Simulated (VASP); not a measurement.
# GeCl5 (P4/mmm) in VASP: further runs, part 2 of 2

VASP 6.6.1. The steps go on from the part before.

## (4) Single point, PBE

This run uses another cell than the first one, of 27.71 Å³/atom.

Input file INCAR:

```
ALGO     = Normal         # electronic algorithm
EDIFF    = 1E-6           # SCF threshold, eV
ENCUT    = 520            # plane-wave cutoff, eV
GGA      = PE             # functional
ISIF     = 2              # what is computed and relaxed
ISMEAR   = 0              # smearing method
LASPH    = True           # aspherical terms in the spheres
LCHARG   = False          # write CHGCAR
LREAL    = False          # projectors in reciprocal space
LWAVE    = False          # write WAVECAR
NBANDS   = 34             # bands
NELM     = 100            # most SCF steps
PREC     = Accurate       # precision mode
SIGMA    = 0.1            # smearing width, eV
```

Input file KPOINTS:

```
k-points
0
Gamma
  4 4 4
```

Input file POSCAR:

```
GeCl5
1.0
    4.9324400314      0.0000000000      0.0000000000
    0.0000000000      4.9324400314      0.0000000000
    0.0000000000      0.0000000000      6.8337153010
Ge Cl
1 5
Direct
    0.5000000000      0.5000000000      0.0000000000
    0.0000000000      0.5000000000      0.1887728786
    0.5000000000      0.0000000000      0.1887728786
    0.0000000000      0.5000000000      0.8112271214
    0.5000000000      0.0000000000      0.8112271214
    0.0000000000      0.0000000000      0.5000000000
```

Potentials or basis: VASP PAW PBE potentials, release 64 (Ge_d, Cl).

Run with:

```bash
$ cat potpaw_PBE.64/Ge_d/POTCAR potpaw_PBE.64/Cl/POTCAR > POTCAR
$ mpirun -np 1 vasp_std > vasp.out
```

OUTCAR:

```text
EDIFF = 1E-6
   ENCUT = 520
   GGA = PE
   ISIF = 2
   ISMEAR = 0
   LASPH = True
   LREAL = False
   NELM = 100
   PREC = Accurate

 ion  position               nearest neighbor table
   1  0.500  0.500  0.000-   2 2.78   3 2.78   4 2.78   5 2.78   3 2.78   5 2.78   2 2.78   4 2.78

   2  0.000  0.500  0.189-   4 2.58   1 2.78   1 2.78
   3  0.500  0.000  0.189-   5 2.58   1 2.78   1 2.78
   4  0.000  0.500  0.811-   2 2.58   1 2.78   1 2.78
   5  0.500  0.000  0.811-   3 2.58   1 2.78   1 2.78
   6  0.000  0.000  0.500-

  LATTYP: Found a simple tetragonal cell.
 ALAT       =     4.9324400314
 C/A-ratio  =     1.3854634334

  Lattice vectors:

 A1 = (   4.9324400314,   0.0000000000,   0.0000000000)
 A2 = (   0.0000000000,   4.9324400314,   0.0000000000)
 A3 = (   0.0000000000,   0.0000000000,   6.8337153010)

Analysis of symmetry for initial positions (statically):
=====================================================================
[... 173 lines left out ...]

 E-fermi :   0.2903     XC(G=0):  -8.0934

 val. band max:        0.2864624121   @ k =   0.2500   0.0000   0.0000
 cond. band min:       0.3628743586   @ k =   0.5000   0.0000   0.2500
 fundamental gap:      0.0764119465
 Fermi energy:         0.2903097848

 k-point     1 :       0.0000    0.0000    0.0000
  band No.  band energies     occupation
      1     -24.1372      2.00000
      2     -24.1356      2.00000
      3     -24.1329      2.00000
      4     -24.1329      2.00000
      5     -24.1283      2.00000
      6     -14.9509      2.00000
[... 655 lines left out ...]
     33      10.1528      0.00000
     34      10.1555      0.00000

------------------------ aborting loop because EDIFF is reached ----------------------------------------

  FORCE on cell =-STRESS in cart. coord.  units (eV):
  Direction    XX          YY          ZZ          XY          YZ          ZX
  --------------------------------------------------------------------------------------
  -------------------------------------------------------------------------------------
  Total       -0.0325003     -0.0325003     -0.0813510      0.0000000      0.0000000      0.0000000
  in kB       -0.3131969     -0.3131969     -0.7839583      0.0000000      0.0000000      0.0000000
  external PRESSURE =      -0.4701173 kB  Pullay stress =       0.0000000 kB

 VOLUME and BASIS-vectors are now :
 -----------------------------------------------------------------------------
  energy-cutoff  :      520.00
  volume of cell :      166.26
      direct lattice vectors                 reciprocal lattice vectors
     4.932440031  0.000000000  0.000000000     0.202739414  0.000000000  0.000000000
     0.000000000  4.932440031  0.000000000     0.000000000  0.202739414  0.000000000
     0.000000000  0.000000000  6.833715301     0.000000000  0.000000000  0.146333284

 POSITION                                       TOTAL-FORCE (eV/Angst)
 -----------------------------------------------------------------------------------
      2.46622      2.46622      0.00000         0.000000      0.000000      0.000000
      0.00000      2.46622      1.29002        -0.000000     -0.000000     -0.006942
      2.46622      0.00000      1.29002         0.000000      0.000000     -0.006942
      0.00000      2.46622      5.54370        -0.000000     -0.000000      0.006942
      2.46622      0.00000      5.54370         0.000000      0.000000      0.006942
      0.00000      0.00000      3.41686         0.000000      0.000000      0.000000
 -----------------------------------------------------------------------------------
    total drift:                               -0.000000      0.000000     -0.000000

  FREE ENERGIE OF THE ION-ELECTRON SYSTEM (eV)
  ---------------------------------------------------
  free  energy   TOTEN  =       -13.0610557229 eV

  energy  without entropy=      -13.0322602054  energy(sigma->0) =      -13.04665796
```

OSZICAR:

```text
N       E                     dE             d eps       ncg     rms          rms(c)
DAV:   1     0.472966077822E+03    0.47297E+03   -0.21274E+04  1592   0.190E+03
DAV:   2     0.554552201827E+02   -0.41751E+03   -0.39524E+03  1526   0.588E+02
DAV:   3    -0.103857193378E+02   -0.65841E+02   -0.63964E+02  1450   0.142E+02
DAV:   4    -0.137198852588E+02   -0.33342E+01   -0.33131E+01  1502   0.406E+01
DAV:   5    -0.138267451322E+02   -0.10686E+00   -0.10681E+00  1614   0.668E+00    0.893E+00
DAV:   6    -0.133295663792E+02    0.49718E+00   -0.10898E+00  1808   0.717E+00    0.625E+00
DAV:   7    -0.132138550590E+02    0.11571E+00   -0.99026E-01  1480   0.375E+00    0.426E+00
DAV:   8    -0.130591425356E+02    0.15471E+00   -0.18407E-01  1456   0.272E+00    0.995E-01
DAV:   9    -0.130625314992E+02   -0.33890E-02   -0.57054E-02  1450   0.120E+00    0.464E-01
DAV:  10    -0.130607822760E+02    0.17492E-02   -0.37457E-03  1392   0.372E-01    0.158E-01
DAV:  11    -0.130610450554E+02   -0.26278E-03   -0.72963E-04  1354   0.162E-01    0.671E-02
DAV:  12    -0.130610609281E+02   -0.15873E-04   -0.14103E-04  1408   0.671E-02    0.369E-02
DAV:  13    -0.130610538131E+02    0.71150E-05   -0.28032E-05  1374   0.337E-02    0.114E-02
DAV:  14    -0.130610558776E+02   -0.20645E-05   -0.56411E-06  1256   0.132E-02    0.429E-03
DAV:  15    -0.130610557229E+02    0.15467E-06   -0.57739E-07  1046   0.565E-03
   1 F= -.13061056E+02 E0= -.13046658E+02  d E =-.287955E-01
```

stdout:

```text
POSCAR found type information on POSCAR GeCl
 POSCAR found :  2 types and       6 ions
 scaLAPACK will be used
 LDA part: xc-table for (Slater+PW92), standard interpolation
 POSCAR, INCAR and KPOINTS ok, starting setup
 FFT: planning ... GRIDC
 FFT: planning ... GRID_SOFT
 FFT: planning ... GRID
 WAVECAR not read
 entering main loop
```

Run time: 2.5 min. Hardware: 1 thread of Oxide Virtual Turin-like, shared host; peak memory 0.28 GiB.

What came out:

| Quantity | Value |
| --- | --- |
| Free energy | -13.0611 eV |
| Pressure | 0.0 GPa |
| Largest force | 0.007 eV/Å |
| Band gap on the k mesh | zero (an odd number of electrons rules out a gap without spin polarisation) |

Forces on the atoms (eV/Å):
```
Ge   0.000  0.000  0.000
Cl   0.000  0.000 -0.007
Cl   0.000  0.000 -0.007
Cl   0.000  0.000  0.007
Cl   0.000  0.000  0.007
Cl   0.000  0.000  0.000
```

Caveat: an odd number of electrons without spin polarisation forces a metal; a magnetic or distorted state may lie lower.

## (5) Relaxation of cell and atoms, PBE

Input file INCAR:

```
SYSTEM = GeCl5
ALGO     = Fast           ! electronic algorithm
EDIFF    = 1E-6           ! SCF threshold, eV
EDIFFG   = -0.04          ! ionic threshold
ENCUT    = 600            ! plane-wave cutoff, eV
GGA      = PE             ! functional
IBRION   = 2              ! ionic algorithm
ISIF     = 3              ! what is computed and relaxed
ISMEAR   = 0              ! smearing method
LASPH    = .TRUE.         ! aspherical terms in the spheres
LCHARG   = .FALSE.        ! write CHGCAR
LREAL    = .FALSE.        ! projectors in reciprocal space
LWAVE    = .FALSE.        ! write WAVECAR
NELM     = 100            ! most SCF steps
NSW      = 90             ! ionic steps
PREC     = Accurate       ! precision mode
SIGMA    = 0.1            ! smearing width, eV
```

Input file KPOINTS:

```
k-points
0
G
  4 4 4
  0 0 0
```

Input file POSCAR:

```
GeCl5
1.0
    4.7090579409      0.0000000000      0.0000000000
    0.0000000000      4.7090579409      0.0000000000
    0.0000000000      0.0000000000      6.9201800682
Ge Cl
1 5
Direct
    0.5000000000      0.5000000000      0.0000000000
    0.0000000000      0.5000000000      0.2058203426
    0.5000000000      0.0000000000      0.2058203426
    0.0000000000      0.5000000000      0.7941796574
    0.5000000000      0.0000000000      0.7941796574
    0.0000000000      0.0000000000      0.5000000000
```

Run with:

```bash
$ cat potpaw_PBE.64/Ge_d/POTCAR potpaw_PBE.64/Cl/POTCAR > POTCAR
$ mpirun -np 1 vasp_std > vasp.out
```

Run time: 27 min. Hardware: 1 thread of Oxide Virtual Turin-like, shared host; peak memory 0.31 GiB.

Results (log left out):

```
Free energy                           : -13.0590 eV
Relaxed volume                        : 27.76 Å³/atom
Relaxed cell                          : a = 4.921 Å, b = 4.921 Å, c = 6.879 Å, α = 90.00°, β = 90.00°, γ = 90.00°
Space group after relaxing (to 0.1 Å) : P4/mmm (No. 123)
Energy gained by relaxing             : 16.1 meV/atom
Ionic steps                           : 18
Pressure after relaxing               : 0.1 GPa
Largest force after relaxing          : 0.016 eV/Å
Band gap on the k mesh                : zero (an odd number of electrons rules out a gap without spin polarisation)
```

Forces in eV/Å, atoms in the order of the input:
```
Ge   0.000  0.000  0.000
Cl   0.000  0.000  0.016
Cl   0.000  0.000  0.016
Cl   0.000  0.000 -0.016
Cl   0.000  0.000 -0.016
Cl   0.000  0.000  0.000
```

Stress tensor (GPa, compression positive):
```
 0.19  0.00  0.00
 0.00  0.19  0.00
 0.00  0.00 -0.11
```

The path:
| step | energy change (eV) | largest force (eV/Å) | pressure (GPa) | volume (Å³) |
| --- | --- | --- | --- | --- |
| 1 | 0.0000 | 0.0064 | 0.63 | 153.46 |
| 2 | -0.0088 | 0.0462 | 0.29 | 155.69 |
| 3 | -0.0147 | 0.1213 | -0.32 | 159.72 |
| 4 | -0.0217 | 0.1442 | -0.35 | 160.56 |
| 5 | -0.0409 | 0.2060 | -0.67 | 163.03 |
| 6 | -0.0376 | 0.2497 | -1.25 | 167.86 |
| 7 | -0.0474 | 0.2362 | -0.93 | 164.98 |
| 8 | -0.0578 | 0.2182 | -0.79 | 164.49 |
| 9 | -0.0686 | 0.1742 | -0.52 | 163.66 |
| 10 | -0.0565 | 0.0016 | 0.13 | 161.92 |
| 11 | -0.0700 | 0.1448 | -0.40 | 163.25 |
| 12 | -0.0748 | 0.1303 | -0.23 | 162.53 |
| 13 | -0.0814 | 0.0832 | 0.26 | 160.37 |
| 14 | -0.0839 | 0.0835 | 0.21 | 160.90 |
| 15 | -0.0893 | 0.0893 | 0.07 | 162.49 |
| 16 | -0.0924 | 0.0947 | -0.20 | 165.69 |
| 17 | -0.0945 | 0.0725 | -0.14 | 165.91 |
| 18 | -0.0968 | 0.0162 | 0.09 | 166.56 |

Final structure:
```cif
data_structure
_symmetry_space_group_name_H-M 'P 1'
_symmetry_Int_Tables_number 1
_cell_length_a 4.9207
_cell_length_b 4.9207
_cell_length_c 6.8787
_cell_angle_alpha 90.000
_cell_angle_beta 90.000
_cell_angle_gamma 90.000
_cell_volume 166.56
loop_
_atom_site_label
_atom_site_type_symbol
_atom_site_fract_x
_atom_site_fract_y
_atom_site_fract_z
_atom_site_occupancy
Ge1 Ge 0.50000 0.50000 0.00000 1
Cl1 Cl 0.00000 0.50000 0.18713 1
Cl2 Cl 0.50000 0.00000 0.18713 1
Cl3 Cl 0.00000 0.50000 0.81287 1
Cl4 Cl 0.50000 0.00000 0.81287 1
Cl5 Cl 0.00000 0.00000 0.50000 1
```

Levels at points of the mesh, in eV from the Fermi level:
| k point | band 23 | band 24 | band 25 | band 26 | band 27 | band 28 |
| --- | --- | --- | --- | --- | --- | --- |
| (0.00, 0.00, 0.00) | -0.71 | -0.71 | 0.08 | 0.13 | 2.11 | 4.81 |
| (0.50, 0.00, 0.00) | -0.72 | -0.54 | -0.18 | 0.34 | 3.67 | 3.91 |
| (0.50, 0.50, 0.00) | -0.36 | -0.14 | -0.14 | -0.14 | 3.21 | 3.21 |
| (0.00, 0.00, 0.50) | -0.69 | -0.24 | -0.24 | -0.22 | 2.00 | 4.79 |
| (0.50, 0.00, 0.50) | -0.50 | -0.40 | -0.30 | 0.41 | 3.72 | 3.87 |
| (0.50, 0.50, 0.50) | -0.39 | -0.29 | 0.42 | 0.42 | 3.21 | 3.21 |

Caveat: an odd number of electrons without spin polarisation forces a metal; a magnetic or distorted state may lie lower.

## (6) Relaxation of cell and atoms, PBE

This run uses another cell than the first one, of 27.02 Å³/atom.

Input file INCAR:

```
  PREC = Accurate
  ENCUT = 600
  EDIFF = 1E-6
  ISMEAR = 0
  SIGMA = 0.1
  LREAL = F
  LASPH = T
  NELM = 60
  ALGO = Fast
  ISIF = 3
  LWAVE = F
  LCHARG = F
  GGA = PE
  IBRION = 2
  NSW = 90
  EDIFFG = -0.04
```

Input file KPOINTS:

```
regular mesh
0
Gamma
  4 4 2
```

Input file POSCAR:

```
GeCl5
1.0
    4.5906959000      0.0000000000      0.0000000000
    0.0000000000      4.5906959000      0.0000000000
    0.0000000000      0.0000000000      7.6937174400
Ge Cl
1 5
Direct
    0.5000000000      0.5000000000      0.0000000000
    0.0000000000      0.5000000000      0.2681678100
    0.5000000000      0.0000000000      0.2681678100
    0.0000000000      0.5000000000      0.7318321900
    0.5000000000      0.0000000000      0.7318321900
    0.0000000000      0.0000000000      0.5000000000
```

Potentials or basis: VASP PAW PBE potentials, release 64 (Ge_d, Cl).

Run with:

```bash
$ cat potpaw_PBE.64/Ge_d/POTCAR potpaw_PBE.64/Cl/POTCAR > POTCAR
$ mpirun -np 1 vasp_std > vasp.out
```

It took 21 min on 1 thread of Oxide Virtual Turin-like, shared host; peak memory 0.32 GiB.

The run converged. Its results:

```yaml
Free_energy: -13.1282 eV
Relaxed_volume: 27.16 Å³/atom
Relaxed_cell: a = 4.933 Å, b = 4.933 Å, c = 6.697 Å, α = 90.00°, β = 90.00°, γ = 90.00°
Space_group_after_relaxing_to_0.1_Å: P4/mmm (No. 123)
Energy_gained_by_relaxing: 205.7 meV/atom
Ionic_steps: 15
Pressure_after_relaxing: 0.0 GPa
Largest_force_after_relaxing: 0.015 eV/Å
Band_gap_on_the_k_mesh: zero (an odd number of electrons rules out a gap without spin polarisation)
```

Forces in eV/Å, atoms in the order of the input:
```
Ge   0.000  0.000  0.000
Cl   0.000  0.000 -0.015
Cl   0.000  0.000 -0.015
Cl   0.000  0.000  0.015
Cl   0.000  0.000  0.015
Cl   0.000  0.000  0.000
```

Stress tensor (GPa, compression positive):
```
-0.08  0.00  0.00
 0.00 -0.08  0.00
 0.00  0.00  0.07
```

The path:
```tsv
step	energy change (eV)	largest force (eV/Å)	pressure (GPa)	volume (Å³)
1	0.0000	0.9259	-1.87	162.14
2	-0.4156	0.7936	-0.86	154.71
3	-0.7917	0.5717	2.01	141.65
4	-0.7982	0.5319	3.06	138.28
5	-1.0074	0.3907	0.81	146.49
6	-1.0765	0.3856	-0.28	152.22
7	-1.0778	0.2490	-1.65	163.88
8	-1.1014	0.2994	-1.10	157.99
9	-1.1573	0.1163	0.00	155.31
10	-1.1608	0.0472	0.41	154.39
11	-1.1953	0.0477	0.33	156.27
12	-1.2305	0.0205	0.29	160.34
13	-1.2321	0.0652	-0.30	163.89
14	-1.2328	0.0501	-0.09	162.61
15	-1.2341	0.0155	-0.03	162.94
```

Final structure:
```xyz
6
Lattice="4.9327 0.0000 0.0000 0.0000 4.9327 0.0000 0.0000 0.0000 6.6969" Properties=species:S:1:pos:R:3 pbc="T T T"
Ge    2.4663    2.4663    6.6969
Cl    0.0000    2.4663    1.2971
Cl    2.4663    0.0000    1.2971
Cl    4.9327    2.4663    5.3999
Cl    2.4663    0.0000    5.3999
Cl    4.9327    0.0000    3.3485
```

Levels at points of the mesh, in eV from the Fermi level:
```tsv
k point	band 20	band 21	band 22	band 23	band 24	band 25	band 26	band 27	band 28	band 29
(0.00, 0.00, 0.00)	-1.55	-0.77	-0.77	-0.59	-0.59	0.14	0.18	2.17	4.80	4.80
(0.50, 0.00, 0.00)	-1.28	-0.78	-0.68	-0.61	-0.44	-0.10	0.42	3.71	3.93	4.68
(0.50, 0.50, 0.00)	-0.83	-0.83	-0.37	-0.34	-0.06	-0.06	0.00	3.27	3.27	5.14
(0.00, 0.00, 0.50)	-1.34	-1.34	-0.89	-0.70	-0.25	-0.10	-0.10	2.03	4.80	4.80
(0.50, 0.00, 0.50)	-1.88	-1.28	-0.67	-0.42	-0.41	-0.15	0.50	3.77	3.89	4.79
(0.50, 0.50, 0.50)	-1.05	-0.95	-0.48	-0.38	-0.27	0.49	0.49	3.26	3.26	5.11
```

Caveat: the k points lie up to 0.47 Å⁻¹ apart in the final cell, too coarse for converged energies and pressures of a metal; an odd number of electrons without spin polarisation forces a metal; a magnetic or distorted state may lie lower.

## (7) Single point, PBE

This run uses another cell than the first one, of 27.72 Å³/atom.

Input file INCAR:

```
ALGO = Fast ; EDIFF = 1E-6
ENCUT = 520 ; GGA = PE
ISIF = 2 ; ISMEAR = 0
LASPH = T ; LCHARG = F
LREAL = F ; LWAVE = F
NBANDS = 34 ; NELM = 100
PREC = Accurate ; SIGMA = 0.1
```

Input file KPOINTS:

```
k-points
0
Gamma
  8 8 6
```

Input file POSCAR:

```
GeCl5
1.0
    4.9397585431      0.0000000000      0.0000000000
    0.0000000000      4.9397585431      0.0000000000
    0.0000000000      0.0000000000      6.8151839202
Ge Cl
1 5
Direct
    0.5000000000      0.5000000000      0.0000000000
    0.0000000000      0.5000000000      0.1890146332
    0.5000000000      0.0000000000      0.1890146332
    0.0000000000      0.5000000000      0.8109853668
    0.5000000000      0.0000000000      0.8109853668
    0.0000000000      0.0000000000      0.5000000000
```

Run with:

```bash
$ cat potpaw_PBE.64/Ge_d/POTCAR potpaw_PBE.64/Cl/POTCAR > POTCAR
$ mpirun -np 1 vasp_std > vasp.out
```

Wall time 10 min (1 thread of Oxide Virtual Turin-like, shared host); peak memory 0.4 GiB.

Results (log left out):

| Quantity | Value |
| --- | --- |
| Free energy | -13.0571 eV |
| Pressure | -0.1 GPa |
| Largest force | 0.013 eV/Å |
| Band gap on the k mesh | zero (an odd number of electrons rules out a gap without spin polarisation) |

Forces on the atoms (eV/Å):
```
Ge   0.000  0.000  0.000
Cl   0.000  0.000 -0.013
Cl   0.000  0.000 -0.013
Cl   0.000  0.000  0.013
Cl   0.000  0.000  0.013
Cl   0.000  0.000  0.000
```

Levels at points of the mesh, in eV from the Fermi level:
```csv
k point,band 21,band 22,band 23,band 24,band 25,band 26,band 27,band 28
"(0.00, 0.00, 0.00)",-0.83,-0.83,-0.68,-0.68,0.08,0.14,2.08,4.76
"(0.50, 0.00, 0.00)",-0.85,-0.77,-0.69,-0.52,-0.17,0.35,3.61,3.84
"(0.50, 0.50, 0.00)",-0.88,-0.42,-0.39,-0.12,-0.12,-0.10,3.16,3.16
"(0.00, 0.00, 0.50)",-1.35,-0.88,-0.70,-0.24,-0.21,-0.21,1.96,4.74
"(0.50, 0.00, 0.50)",-1.33,-0.76,-0.48,-0.42,-0.26,0.43,3.65,3.80
"(0.50, 0.50, 0.50)",-1.02,-0.55,-0.42,-0.34,0.43,0.43,3.15,3.15
```

Caveat: an odd number of electrons without spin polarisation forces a metal; a magnetic or distorted state may lie lower.

## (8) The runs side by side

| task | cell | k mesh | cutoff (eV) | gap on the mesh (eV) | pressure (GPa) | relaxed volume (Å³/atom) | largest force (eV/Å) |
| --- | --- | --- | --- | --- | --- | --- | --- |
| single point | a = 4.709, b = 4.709, c = 6.920 Å, 6 atoms, atomic positions A | 4 × 4 × 2 | 520 | none | 0.2 | - | 0.01 |
| single point | a = 4.591, b = 4.591, c = 7.694 Å, 6 atoms, atomic positions B | 4 × 4 × 2 | 520 | none | -1.9 | - | 0.93 |
| single point | a = 4.932, b = 4.932, c = 6.834 Å, 6 atoms, atomic positions C | 4 × 4 × 4 | 520 | none | 0.0 | - | 0.01 |
| relaxation of cell and atoms | relaxed from a = 4.709, b = 4.709, c = 6.920 Å, 6 atoms, atomic positions A | 4 × 4 × 4 | 600 | none | 0.1 | 27.76 | 0.02 |
| relaxation of cell and atoms | relaxed from a = 4.591, b = 4.591, c = 7.694 Å, 6 atoms, atomic positions B | 4 × 4 × 2 | 600 | none | 0.0 | 27.16 | 0.02 |
| single point | a = 4.940, b = 4.940, c = 6.815 Å, 6 atoms, atomic positions D | 8 × 8 × 6 | 520 | none | -0.1 | - | 0.01 |

Alike in all rows: level PBE; potentials or basis VASP PAW PBE potentials, release 64 (Ge_d, Cl); no spin polarisation; smearing gaussian 0.1 eV.

Caveats: some runs use coarse meshes; an odd number of electrons without spin polarisation forces a metal; a magnetic or distorted state may lie lower.

Absolute energies hang on the potentials; compare differences alone.

The gap in the log of VASP goes by the Fermi energy; the results here count the filled bands.